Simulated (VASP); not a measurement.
# CdSe (Pnma) in VASP: single point with PBE

Aim: the single point of CdSe with PBE.

Everything below comes from runs of VASP 6.6.1. Logs are shortened: lines on timing, memory, paths and dates and some standing lists are left out, and cuts for length are marked.

## (1) The cell of the first run

The structure is orthorhombic, space group Pnma (No. 62). The conventional cell has a = 8.165 Å, b = 4.507 Å, c = 7.479 Å, α = 90.00°, β = 90.00°, γ = 90.00°. Cd (site symmetry m) has 4 Se at 2.63 to 2.75 Å within 3.5 Å. Within 3.5 Å of Se (site symmetry m) lie 4 Cd at 2.63 to 2.75 Å.

## (2) Single point, PBE

Contents of INCAR:

```
PREC = Accurate ; ENCUT = 520
EDIFF = 1E-7 ; ISMEAR = 0
SIGMA = 0.02 ; LREAL = F
LASPH = T ; NELM = 100
ALGO = Normal ; ISIF = 2
LWAVE = F ; LCHARG = F
GGA = PE ; NBANDS = 46
```

Contents of KPOINTS:

```
regular mesh
0
Gamma
  4 6 4
```

Contents of POSCAR:

```
CdSe
1.0
    8.1647019000      0.0000000000      0.0000000000
    0.0000000000      4.5070220000      0.0000000000
    0.0000000000      0.0000000000      7.4791059000
Cd Se
4 4
Direct
    0.8407570000      0.7500000000      0.3990120000
    0.6592430000      0.2500000000      0.8990120000
    0.3407570000      0.7500000000      0.1009880000
    0.1592430000      0.2500000000      0.6009880000
    0.8223160000      0.2500000000      0.5959510000
    0.6776840000      0.7500000000      0.0959510000
    0.3223160000      0.2500000000      0.9040490000
    0.1776840000      0.7500000000      0.4040490000
```

Potentials or basis: VASP PAW PBE potentials, release 64 (Cd, Se).

Started as:

```
$ cat potpaw_PBE.64/Cd/POTCAR potpaw_PBE.64/Se/POTCAR > POTCAR
$ mpirun -np 1 vasp_std > vasp.out
```

OUTCAR:

```text
PREC = Accurate
   ENCUT = 520
   EDIFF = 1E-7
   ISMEAR = 0
   LREAL = F
   LASPH = T
   NELM = 100
   ISIF = 2
   GGA = PE

 ion  position               nearest neighbor table
   1  0.841  0.750  0.399-   6 2.63   5 2.70   5 2.70   8 2.75   4 3.76   4 3.76
   2  0.659  0.250  0.899-   5 2.63   6 2.70   6 2.70   7 2.75   3 3.76   3 3.76
   3  0.341  0.750  0.101-   8 2.63   7 2.70   7 2.70   6 2.75   2 3.76   2 3.76
   4  0.159  0.250  0.601-   7 2.63   8 2.70   8 2.70   5 2.75   1 3.76   1 3.76
   5  0.822  0.250  0.596-   2 2.63   1 2.70   1 2.70   4 2.75
   6  0.678  0.750  0.096-   1 2.63   2 2.70   2 2.70   3 2.75
   7  0.322  0.250  0.904-   4 2.63   3 2.70   3 2.70   2 2.75
   8  0.178  0.750  0.404-   3 2.63   4 2.70   4 2.70   1 2.75

  LATTYP: Found a simple orthorhombic cell.
 ALAT       =     4.5070220000
 B/A-ratio  =     1.6594340786
 C/A-ratio  =     1.8115513747

  Lattice vectors:

 A1 = (   0.0000000000,   4.5070220000,   0.0000000000)
 A2 = (   0.0000000000,   0.0000000000,   7.4791059000)
 A3 = (   8.1647019000,   0.0000000000,   0.0000000000)

Analysis of symmetry for initial positions (statically):
=====================================================================
 Subroutine PRICEL returns:
 Original cell was already a primitive cell.

 Routine SETGRP: Setting up the symmetry group for a
 simple orthorhombic supercell.

 Subroutine GETGRP returns: Found  8 space group operations
 (whereof  2 operations were pure point group operations)
 out of a pool of  8 trial point group operations.

The static configuration has the point symmetry S_2 .
 The point group associated with its full space group is D_2h.

Analysis of symmetry for dynamics (positions and initial velocities):
=====================================================================
 Subroutine PRICEL returns:
 Original cell was already a primitive cell.

 Routine SETGRP: Setting up the symmetry group for a
 simple orthorhombic supercell.

 Subroutine GETGRP returns: Found  8 space group operations
 (whereof  2 operations were pure point group operations)
 out of a pool of  8 trial point group operations.

The dynamic configuration has the point symmetry S_2 .
 The point group associated with its full space group is D_2h.

 Subroutine INISYM returns: Found  8 space group operations
 (whereof  2 operations are pure point group operations),
 and found     1 'primitive' translations

----------------------------------------------------------------------------------------

                                     Primitive cell

  volume of cell :     275.2198

  direct lattice vectors                    reciprocal lattice vectors
     8.164701900  0.000000000  0.000000000     0.122478446  0.000000000  0.000000000
     0.000000000  4.507022000  0.000000000     0.000000000  0.221875997  0.000000000
     0.000000000  0.000000000  7.479105900     0.000000000  0.000000000  0.133705822

  length of vectors
     8.164701900  4.507022000  7.479105900     0.122478446  0.221875997  0.133705822

  position of ions in fractional coordinates (direct lattice)
     0.840757000  0.750000000  0.399012000
     0.659243000  0.250000000  0.899012000
     0.340757000  0.750000000  0.100988000
     0.159243000  0.250000000  0.600988000
     0.822316000  0.250000000  0.595951000
     0.677684000  0.750000000  0.095951000
     0.322316000  0.250000000  0.904049000
     0.177684000  0.750000000  0.404049000

  ion indices of the primitive-cell ions
   primitive index   ion index
                 1           1
                 2           2
                 3           3
                 4           4
                 5           5
                 6           6
                 7           7
                 8           8

----------------------------------------------------------------------------------------

 KPOINTS: regular mesh

Automatic generation of k-mesh.
 Grid dimensions read from file:
 generate k-points for:    4    6    4

 Generating k-lattice:

  Cartesian coordinates                     Fractional coordinates (reciprocal lattice)
     0.030619611  0.000000000  0.000000000     0.250000000  0.000000000  0.000000000
     0.000000000  0.036979333  0.000000000     0.000000000  0.166666667  0.000000000
     0.000000000  0.000000000  0.033426455     0.000000000  0.000000000  0.250000000

  Length of vectors
     0.030619611  0.036979333  0.033426455

  Shift w.r.t. Gamma in fractional coordinates (k-lattice)
     0.000000000  0.000000000  0.000000000

 Subroutine IBZKPT returns following result:
 ===========================================

 Found     36 irreducible k-points:

 Following reciprocal coordinates:
            Coordinates               Weight
  0.000000  0.000000  0.000000      1.000000
  0.250000  0.000000  0.000000      2.000000
  0.500000  0.000000  0.000000      1.000000
  0.000000  0.166667  0.000000      2.000000
  0.250000  0.166667  0.000000      4.000000
  0.500000  0.166667  0.000000      2.000000
[... 16 lines left out ...]
  0.250000  0.500000  0.250000      4.000000
  0.500000  0.500000  0.250000      2.000000
 [... further k-points ...]
   k-points           NKPTS =     36   k-points in BZ     NKDIM =     36   number of bands    NBANDS=     46
   number of dos      NEDOS =    301   number of ions     NIONS =      8
   total plane-waves  NPLWV = 129024
   dimension x,y,z NGX =    64 NGY =   36 NGZ =   56
   dimension x,y,z NGXF=   128 NGYF=   72 NGZF=  112
   ions per type =               4   4
   NGX,Y,Z   is equivalent  to a cutoff of  13.03, 13.28, 12.45 a.u.
   NGXF,Y,Z  is equivalent  to a cutoff of  26.06, 26.56, 24.90 a.u.
 SYSTEM =  unknown system
   PREC   = accura    normal or accurate (medium, high low for compatibility)
   ISTART =      0    job   : 0-new  1-cont  2-samecut
   ICHARG =      2    charge: 1-file 2-atom 10-const
   ISPIN  =      1    spin polarized calculation?
   LNONCOLLINEAR =      F non collinear calculations
   LSORBIT =      F    spin-orbit coupling
   LASPH  =      T    aspherical Exc in radial PAW
   ENCUT  =  520.0 eV  38.22 Ry    6.18 a.u.  15.18  8.38 13.91*2*pi/ulx,y,z
   NELM   =    100;   NELMIN=  2; NELMDL= -5     # of ELM steps
   EDIFF  = 0.1E-06   stopping-criterion for ELM
   LREAL  =      F    real-space projection
   EDIFFG = 0.1E-05   stopping-criterion for IOM
   NSW    =      0    number of steps for IOM
   IBRION =     -1    ionic relax: 0-MD 1-quasi-New 2-CG
   NFREE  =      0    steps in history (QN), initial steepest desc. (CG)
   ISIF   =      2    stress and relaxation
   ISYM   =      2    0-nonsym 1-usesym 2-fastsym
   POTIM  = 0.5000    time-step for ionic-motion
   TEBEG  =    0.0;   TEEND  =   0.0 temperature during run
   PSTRESS=    0.0 pullay stress
   NELECT =      72.0000    total number of electrons
   NUPDOWN=      -1.0000    fix difference up-down
   EMIN   =  10.00;   EMAX   =-10.00  energy-range for DOS
   EFERMI =   0.00;   METHOD = LEGACY
   ISMEAR =     0;   SIGMA  =   0.02  broadening in eV -4-tet -1-fermi 0-gaus
   EFERMI_NEDOS =   21; number of points for ismear=-14 and -15
   IALGO  =     38    algorithm
   IMIX   =      4    mixing-type and parameters
     AMIX     =   0.40;   BMIX     =  1.00
     AMIX_MAG =   1.60;   BMIX_MAG =  1.00
  volume/ion in A,a.u.               =      34.40       232.16
  Fermi-wavevector in a.u.,A,eV,Ry     =   1.047030  1.978600 14.915682  1.096272
  Thomas-Fermi vector in A             =   2.181893
   LORBIT       =      0    0 simple, 1 ext, 2 COOP (PROOUT), +10 PAW based schemes
   GGA     = PE    functional components
   LHFCALC =     F    Hartree Fock is set to
   AEXX    =    0.0000 exact exchange contribution
   IVDW    =     0    specifies the selected vdW correction
   LEPSILON=     F    determine dielectric tensor
   LRPA    =     F    only Hartree local field effects (RPA)
 non-spin polarized calculation
 Gauss-broadening in eV      SIGMA  =   0.02
  energy-cutoff  :      520.00
  volume of cell :      275.22
 maximum number of plane-waves:      7461
 NGX is ok and might be reduce to    64
   NGX = 31   NGY = 17   NGZ = 27

 number of electron      72.0000016 magnetization

 Free energy of the ion-electron system (eV)
  ---------------------------------------------------
  ext. energy  EPLUGINS =         0.00000000
  ---------------------------------------------------
  free energy    TOTEN  =       -21.39222320 eV

  energy without entropy =      -21.39222320  energy(sigma->0) =      -21.39222320

 E-fermi :  -0.2441     XC(G=0):  -7.7788

 val. band max:       -0.3551388255   @ k =   0.0000   0.0000   0.0000
 cond. band min:       0.3881807933   @ k =   0.0000   0.0000   0.0000
 fundamental gap:      0.7433196188
 Fermi energy:        -0.2440618176

 k-point     1 :       0.0000    0.0000    0.0000
  band No.  band energies     occupation
      1     -12.5345      2.00000
      2     -12.2395      2.00000
      3     -12.1844      2.00000
      4     -12.0776      2.00000
      5      -8.1475      2.00000
      6      -8.0982      2.00000
[... 38 lines left out ...]
     45       5.6760      0.00000
     46       5.7383      0.00000

 k-point     2 :       0.2500    0.0000    0.0000
  band No.  band energies     occupation
      1     -12.5037      2.00000
      2     -12.3169      2.00000
      3     -12.1347      2.00000
      4     -12.0809      2.00000
      5      -8.1259      2.00000
      6      -8.0918      2.00000
[... 38 lines left out ...]
     45       5.6227      0.00000
     46       5.6241      0.00000

 k-point     3 :       0.5000    0.0000    0.0000
  band No.  band energies     occupation
      1     -12.4220      2.00000
      2     -12.4220      2.00000
      3     -12.0963      2.00000
      4     -12.0963      2.00000
      5      -8.0744      2.00000
      6      -8.0744      2.00000
[... 1018 lines left out ...]
     45       5.9513      0.00000
     46       5.9513      0.00000

 k-point    24 :       0.5000    0.5000    0.2500
  band No.  band energies     occupation
      1     -12.1652      2.00000
      2     -12.1652      2.00000
      3     -12.1652      2.00000
      4     -12.1652      2.00000
      5      -8.0068      2.00000
      6      -8.0068      2.00000
[... 38 lines left out ...]
     45       6.3471      0.00000
     46       6.3471      0.00000

 [... further k-points ...]

------------------------ aborting loop because EDIFF is reached ----------------------------------------

  FORCE on cell =-STRESS in cart. coord.  units (eV):
  Direction    XX          YY          ZZ          XY          YZ          ZX
  --------------------------------------------------------------------------------------
  -------------------------------------------------------------------------------------
  Total        0.3518444      0.4018549      0.4053352      0.0000000      0.0000000      0.0000000
  in kB        2.0482433      2.3393768      2.3596373      0.0000000      0.0000000      0.0000000
  external PRESSURE =       2.2490858 kB  Pullay stress =       0.0000000 kB

 VOLUME and BASIS-vectors are now :
 -----------------------------------------------------------------------------
  energy-cutoff  :      520.00
  volume of cell :      275.22
      direct lattice vectors                 reciprocal lattice vectors
     8.164701900  0.000000000  0.000000000     0.122478446  0.000000000  0.000000000
     0.000000000  4.507022000  0.000000000     0.000000000  0.221875997  0.000000000
     0.000000000  0.000000000  7.479105900     0.000000000  0.000000000  0.133705822

 POSITION                                       TOTAL-FORCE (eV/Angst)
 -----------------------------------------------------------------------------------
      6.86453      3.38027      2.98425        -0.005329     -0.000000     -0.002979
      5.38252      1.12676      6.72381         0.005329     -0.000000     -0.002979
      2.78218      3.38027      0.75530        -0.005329      0.000000      0.002979
      1.30017      1.12676      4.49485         0.005329      0.000000      0.002979
      6.71397      1.12676      4.45718        -0.010643     -0.000000      0.002607
      5.53309      3.38027      0.71763         0.010643     -0.000000      0.002607
      2.63161      1.12676      6.76148        -0.010643     -0.000000     -0.002607
      1.45074      3.38027      3.02193         0.010643     -0.000000     -0.002607
 -----------------------------------------------------------------------------------
    total drift:                                0.000000      0.000000     -0.000000

  FREE ENERGIE OF THE ION-ELECTRON SYSTEM (eV)
  ---------------------------------------------------
  free  energy   TOTEN  =       -21.3922231959 eV

  energy  without entropy=      -21.3922231959  energy(sigma->0) =      -21.39222320
```

It took 6.9 min on 1 thread of Intel Xeon Platinum 8259CL at 2.50GHz (Skylake/Cascade Lake), shared host; peak memory 0.55 GiB.

What came out:

```yaml
Free_energy: -21.3922 eV
Pressure: 0.2 GPa
Largest_force: 0.011 eV/Å
Band_gap_on_the_k_mesh: 0.74 eV
```

Forces in eV/Å, atoms in the order of the input:
```
Cd  -0.005  0.000 -0.003
Cd   0.005  0.000 -0.003
Cd  -0.005  0.000  0.003
Cd   0.005  0.000  0.003
Se  -0.011  0.000  0.003
Se   0.011  0.000  0.003
Se  -0.011  0.000 -0.003
Se   0.011  0.000 -0.003
```

Levels at points of the mesh, in eV from the valence-band top:
| k point | band 33 | band 34 | band 35 | band 36 | band 37 | band 38 | band 39 | band 40 |
| --- | --- | --- | --- | --- | --- | --- | --- | --- |
| (0.00, 0.00, 0.00) | -0.27 | -0.22 | -0.18 | 0.00 | 0.74 | 2.53 | 3.11 | 3.80 |
| (0.50, 0.00, 0.00) | -0.44 | -0.44 | -0.20 | -0.20 | 2.06 | 2.06 | 3.30 | 3.30 |
| (0.00, 0.50, 0.00) | -1.31 | -1.31 | -0.59 | -0.59 | 3.58 | 3.58 | 3.67 | 3.67 |
| (0.50, 0.50, 0.00) | -0.87 | -0.87 | -0.87 | -0.87 | 3.97 | 3.97 | 3.97 | 3.97 |
| (0.00, 0.00, 0.50) | -0.66 | -0.66 | -0.43 | -0.43 | 2.79 | 2.79 | 3.17 | 3.17 |
| (0.50, 0.00, 0.50) | -0.46 | -0.46 | -0.37 | -0.37 | 2.76 | 2.76 | 2.86 | 2.86 |
| (0.00, 0.50, 0.50) | -0.77 | -0.77 | -0.35 | -0.35 | 2.91 | 2.91 | 3.31 | 3.31 |
| (0.50, 0.50, 0.50) | -0.98 | -0.98 | -0.98 | -0.98 | 3.19 | 3.19 | 3.19 | 3.19 |

Caveat: semilocal functionals underestimate gaps, and a narrow one can read as zero.
